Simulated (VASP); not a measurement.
# PbF2 (Fm-3m) in VASP: a series of runs

Runs on PbF2. Level: PBE+D3(BJ). Tasks: single point.

Program: VASP 6.6.1. These are calculated values, not measurements. Logs are shortened: lines on timing, memory, paths and dates and some standing lists are left out, and cuts for length are marked.

## Step 1: The cell of the first run

The structure is cubic, space group Fm-3m (No. 225). The conventional cell has a = 5.762 Å, b = 5.762 Å, c = 5.762 Å, α = 90.00°, β = 90.00°, γ = 90.00°. Within 3.3 Å of Pb (site symmetry m-3m) lie 8 F at 2.49 Å. Within 3.3 Å of F (site symmetry -43m) lie 4 Pb at 2.49 Å and 6 F at 2.88 Å.

## Step 2: Single point, PBE+D3(BJ) (strain -0.030 along x and y, -0.030 along z)

Contents of INCAR:

```
PREC = Accurate
ENCUT = 520
EDIFF = 1E-7
ISMEAR = 0
SIGMA = 0.05
LREAL = F
LASPH = T
NELM = 60
ALGO = Normal
ISIF = 2
LWAVE = F
LCHARG = T
GGA = PE
IVDW = 12
LELF = T
LVHAR = T
NBANDS = 21
```

Contents of KPOINTS:

```
regular mesh
0
Gamma
  8 8 8
```

Contents of POSCAR:

```
PbF2
1.0
    0.0000000000      2.8807545000      2.8807545000
    2.8807545000      0.0000000000      2.8807545000
    2.8807545000      2.8807545000      0.0000000000
Pb F
1 2
Direct
    0.0000000000      0.0000000000      0.0000000000
    0.2500000000      0.2500000000      0.2500000000
    0.7500000000      0.7500000000      0.7500000000
```

Potentials or basis: VASP PAW PBE potentials, release 64 (Pb_d, F).

On the command line:

```bash
cat potpaw_PBE.64/Pb_d/POTCAR potpaw_PBE.64/F/POTCAR > POTCAR
mpirun -np 1 vasp_std > vasp.out
```

OUTCAR:

```text
PREC = Accurate
   ENCUT = 520
   EDIFF = 1E-7
   ISMEAR = 0
   LREAL = F
   LASPH = T
   NELM = 60
   ISIF = 2
   GGA = PE
   IVDW = 12
 IVDW          = 12

 ion  position               nearest neighbor table
   1  0.000  0.000  0.000-   3 2.49   3 2.49   3 2.49   2 2.49   3 2.49   2 2.49   2 2.49   2 2.49

   2  0.250  0.250  0.250-   1 2.49   1 2.49   1 2.49   1 2.49
   3  0.750  0.750  0.750-   1 2.49   1 2.49   1 2.49   1 2.49

  LATTYP: Found a face centered cubic cell.
 ALAT       =     5.7615090000

  Lattice vectors:

 A1 = (   0.0000000000,   2.8807545000,   2.8807545000)
 A2 = (   2.8807545000,   0.0000000000,   2.8807545000)
 A3 = (   2.8807545000,   2.8807545000,   0.0000000000)

Analysis of symmetry for initial positions (statically):
=====================================================================
 Subroutine PRICEL returns:
 Original cell was already a primitive cell.

 Routine SETGRP: Setting up the symmetry group for a
 face centered cubic supercell.

 Subroutine GETGRP returns: Found 48 space group operations
 (whereof 48 operations were pure point group operations)
 out of a pool of 48 trial point group operations.

The static configuration has the point symmetry O_h .

Analysis of symmetry for dynamics (positions and initial velocities):
=====================================================================
 Subroutine PRICEL returns:
 Original cell was already a primitive cell.

 Routine SETGRP: Setting up the symmetry group for a
 face centered cubic supercell.

 Subroutine GETGRP returns: Found 48 space group operations
 (whereof 48 operations were pure point group operations)
 out of a pool of 48 trial point group operations.

The dynamic configuration has the point symmetry O_h .

 Subroutine INISYM returns: Found 48 space group operations
 (whereof 48 operations are pure point group operations),
 and found     1 'primitive' translations

----------------------------------------------------------------------------------------

                                     Primitive cell

  volume of cell :      47.8133

  direct lattice vectors                    reciprocal lattice vectors
     0.000000000  2.880754500  2.880754500    -0.173565641  0.173565641  0.173565641
     2.880754500  0.000000000  2.880754500     0.173565641 -0.173565641  0.173565641
     2.880754500  2.880754500  0.000000000     0.173565641  0.173565641 -0.173565641

  length of vectors
     4.074002084  4.074002084  4.074002084     0.300624508  0.300624508  0.300624508

  position of ions in fractional coordinates (direct lattice)
     0.000000000  0.000000000  0.000000000
     0.250000000  0.250000000  0.250000000
     0.750000000  0.750000000  0.750000000

  ion indices of the primitive-cell ions
   primitive index   ion index
                 1           1
                 2           2
                 3           3

----------------------------------------------------------------------------------------

 KPOINTS: regular mesh

Automatic generation of k-mesh.
 Grid dimensions read from file:
 generate k-points for:    8    8    8

 Generating k-lattice:

  Cartesian coordinates                     Fractional coordinates (reciprocal lattice)
    -0.021695705  0.021695705  0.021695705     0.125000000  0.000000000  0.000000000
     0.021695705 -0.021695705  0.021695705     0.000000000  0.125000000  0.000000000
     0.021695705  0.021695705 -0.021695705     0.000000000  0.000000000  0.125000000

  Length of vectors
     0.037578063  0.037578063  0.037578063

  Shift w.r.t. Gamma in fractional coordinates (k-lattice)
     0.000000000  0.000000000  0.000000000

 Subroutine IBZKPT returns following result:
 ===========================================

 Found     29 irreducible k-points:

 Following reciprocal coordinates:
            Coordinates               Weight
  0.000000  0.000000  0.000000      1.000000
  0.125000  0.000000  0.000000      8.000000
  0.250000  0.000000  0.000000      8.000000
  0.375000  0.000000  0.000000      8.000000
  0.500000  0.000000  0.000000      4.000000
  0.125000  0.125000  0.000000      6.000000
[... 16 lines left out ...]
  0.500000  0.250000  0.125000     48.000000
 -0.375000  0.250000  0.125000     24.000000
 [... further k-points ...]
   k-points           NKPTS =     29   k-points in BZ     NKDIM =     29   number of bands    NBANDS=     21
   number of dos      NEDOS =    301   number of ions     NIONS =      3
   total plane-waves  NPLWV =  27000
   dimension x,y,z NGX =    30 NGY =   30 NGZ =   30
   dimension x,y,z NGXF=    60 NGYF=   60 NGZF=   60
   ions per type =               1   2
   NGX,Y,Z   is equivalent  to a cutoff of  12.24, 12.24, 12.24 a.u.
   NGXF,Y,Z  is equivalent  to a cutoff of  24.48, 24.48, 24.48 a.u.
 SYSTEM =  unknown system
   PREC   = accura    normal or accurate (medium, high low for compatibility)
   ISTART =      0    job   : 0-new  1-cont  2-samecut
   ICHARG =      2    charge: 1-file 2-atom 10-const
   ISPIN  =      1    spin polarized calculation?
   LNONCOLLINEAR =      F non collinear calculations
   LSORBIT =      F    spin-orbit coupling
   LASPH  =      T    aspherical Exc in radial PAW
   ENCUT  =  520.0 eV  38.22 Ry    6.18 a.u.   7.57  7.57  7.57*2*pi/ulx,y,z
   NELM   =     60;   NELMIN=  2; NELMDL= -5     # of ELM steps
   EDIFF  = 0.1E-06   stopping-criterion for ELM
   LREAL  =      F    real-space projection
   EDIFFG = 0.1E-05   stopping-criterion for IOM
   NSW    =      0    number of steps for IOM
   IBRION =     -1    ionic relax: 0-MD 1-quasi-New 2-CG
   NFREE  =      0    steps in history (QN), initial steepest desc. (CG)
   ISIF   =      2    stress and relaxation
   ISYM   =      2    0-nonsym 1-usesym 2-fastsym
   POTIM  = 0.5000    time-step for ionic-motion
   TEBEG  =    0.0;   TEEND  =   0.0 temperature during run
   PSTRESS=    0.0 pullay stress
   NELECT =      28.0000    total number of electrons
   NUPDOWN=      -1.0000    fix difference up-down
   EMIN   =  10.00;   EMAX   =-10.00  energy-range for DOS
   EFERMI =   0.00;   METHOD = LEGACY
   ISMEAR =     0;   SIGMA  =   0.05  broadening in eV -4-tet -1-fermi 0-gaus
   EFERMI_NEDOS =   21; number of points for ismear=-14 and -15
   IALGO  =     38    algorithm
   IMIX   =      4    mixing-type and parameters
     AMIX     =   0.40;   BMIX     =  1.00
     AMIX_MAG =   1.60;   BMIX_MAG =  1.00
  volume/ion in A,a.u.               =      15.94       107.55
  Fermi-wavevector in a.u.,A,eV,Ry     =   1.369655  2.588273 25.523923  1.875955
  Thomas-Fermi vector in A             =   2.495511
   LORBIT       =      0    0 simple, 1 ext, 2 COOP (PROOUT), +10 PAW based schemes
   GGA     = PE    functional components
   LHFCALC =     F    Hartree Fock is set to
   AEXX    =    0.0000 exact exchange contribution
   IVDW    =    12    specifies the selected vdW correction
   LEPSILON=     F    determine dielectric tensor
   LRPA    =     F    only Hartree local field effects (RPA)
 non-spin polarized calculation
 Gauss-broadening in eV      SIGMA  =   0.05
  energy-cutoff  :      520.00
  volume of cell :       47.81
 maximum number of plane-waves:      1308
   NGX = 15   NGY = 15   NGZ = 15

 number of electron      27.9999981 magnetization

 Free energy of the ion-electron system (eV)
  ---------------------------------------------------
  ext. energy  EPLUGINS =         0.00000000
  ---------------------------------------------------
  free energy    TOTEN  =       -14.15972041 eV

  energy without entropy =      -14.15972041  energy(sigma->0) =      -14.15972041

 E-fermi :   3.2975     XC(G=0):  -9.8393

 val. band max:        3.0154088619   @ k =  -0.2500   0.5000   0.2500
 cond. band min:       7.3955269752   @ k =   0.5000   0.5000   0.0000
 fundamental gap:      4.3801181132
 Fermi energy:         3.2975349476

 k-point     1 :       0.0000    0.0000    0.0000
  band No.  band energies     occupation
      1     -18.8434      2.00000
      2     -18.0569      2.00000
      3     -11.5810      2.00000
      4     -11.5810      2.00000
      5     -11.5810      2.00000
      6     -11.4791      2.00000
[... 13 lines left out ...]
     20      18.3122      0.00000
     21      21.0173      0.00000

 k-point     2 :       0.1250    0.0000    0.0000
  band No.  band energies     occupation
      1     -18.8062      2.00000
      2     -18.0928      2.00000
      3     -11.5718      2.00000
      4     -11.5718      2.00000
      5     -11.5350      2.00000
      6     -11.4793      2.00000
[... 13 lines left out ...]
     20      17.8848      0.00000
     21      20.2990      0.00000

 k-point     3 :       0.2500    0.0000    0.0000
  band No.  band energies     occupation
      1     -18.7062      2.00000
      2     -18.1837      2.00000
      3     -11.5555      2.00000
      4     -11.5555      2.00000
      5     -11.4734      2.00000
      6     -11.4734      2.00000
[... 13 lines left out ...]
     20      17.3010      0.00000
     21      19.0548      0.00000

 k-point     4 :       0.3750    0.0000    0.0000
  band No.  band energies     occupation
      1     -18.5778      2.00000
      2     -18.2979      2.00000
      3     -11.5499      2.00000
      4     -11.5499      2.00000
      5     -11.4564      2.00000
      6     -11.4564      2.00000
[... 13 lines left out ...]
     20      16.9754      0.00000
     21      18.0886      0.00000

 k-point     5 :       0.5000    0.0000    0.0000
  band No.  band energies     occupation
      1     -18.4836      2.00000
      2     -18.3858      2.00000
      3     -11.5502      2.00000
      4     -11.5502      2.00000
      5     -11.4466      2.00000
      6     -11.4466      2.00000
[... 13 lines left out ...]
     20      16.8869      0.00000
     21      17.7465      0.00000
[... 382 lines left out ...]
     20      19.6274      0.00000
     21      20.5225      0.00000

 k-point    22 :       0.3750    0.2500    0.1250
  band No.  band energies     occupation
      1     -18.6347      2.00000
      2     -18.2431      2.00000
      3     -11.5232      2.00000
      4     -11.5206      2.00000
      5     -11.4914      2.00000
      6     -11.4523      2.00000
[... 13 lines left out ...]
     20      18.8302      0.00000
     21      19.6334      0.00000

 k-point    23 :       0.5000    0.2500    0.1250
  band No.  band energies     occupation
      1     -18.5322      2.00000
      2     -18.3309      2.00000
      3     -11.5158      2.00000
      4     -11.5108      2.00000
      5     -11.4706      2.00000
      6     -11.4278      2.00000
[... 13 lines left out ...]
     20      19.3997      0.00000
     21      19.8408      0.00000

 k-point    24 :      -0.3750    0.2500    0.1250
  band No.  band energies     occupation
      1     -18.4524      2.00000
      2     -18.4034      2.00000
      3     -11.5153      2.00000
      4     -11.5110      2.00000
      5     -11.4535      2.00000
      6     -11.4178      2.00000
[... 13 lines left out ...]
     20      19.6625      0.00000
     21      19.9111      0.00000

 [... further k-points ...]

------------------------ aborting loop because EDIFF is reached ----------------------------------------

 Edisp (eV)   -0.50059

 E8    (eV) :    -0.2148

  FORCE on cell =-STRESS in cart. coord.  units (eV):
  Direction    XX          YY          ZZ          XY          YZ          ZX
  --------------------------------------------------------------------------------------
  -------------------------------------------------------------------------------------
  Total       2.68568     2.68568     2.68568     0.00000     0.00000    -0.00000
  in kB      89.99458    89.99458    89.99458     0.00000     0.00000    -0.00000
  external pressure =       89.99 kB  Pullay stress =        0.00 kB

 VOLUME and BASIS-vectors are now :
 -----------------------------------------------------------------------------
  energy-cutoff  :      520.00
  volume of cell :       47.81
      direct lattice vectors                 reciprocal lattice vectors
     0.000000000  2.880754500  2.880754500    -0.173565641  0.173565641  0.173565641
     2.880754500  0.000000000  2.880754500     0.173565641 -0.173565641  0.173565641
     2.880754500  2.880754500  0.000000000     0.173565641  0.173565641 -0.173565641

 POSITION                                       TOTAL-FORCE (eV/Angst)
 -----------------------------------------------------------------------------------
      0.00000      0.00000      0.00000        -0.000000      0.000000      0.000000
      1.44038      1.44038      1.44038         0.000000     -0.000000      0.000000
      4.32113      4.32113      4.32113        -0.000000      0.000000     -0.000000
 -----------------------------------------------------------------------------------
    total drift:                                0.000000     -0.000000      0.000000

  FREE ENERGIE OF THE ION-ELECTRON SYSTEM (eV)
  ---------------------------------------------------
  free  energy   TOTEN  =       -14.6603140277 eV

  energy  without entropy=      -14.6603140277  energy(sigma->0) =      -14.66031403
```

Wall time 18 s (1 thread of Intel Xeon Platinum 8559C (Emerald Rapids), shared host); peak memory 0.19 GiB.

What came out:

```
Free energy                : -14.6603 eV
Pressure                   : 9.0 GPa
Band gap on the k mesh     : 4.38 eV, indirect (least direct gap 4.54 eV)
Dispersion energy per atom : -0.167 eV
```

Caveat: the cell differs from its parent crystal (strain -0.030 along x and y, -0.030 along z); spin-orbit coupling is left out, which moves the levels of the heavy elements.

(Continued in part 2 of 2.)
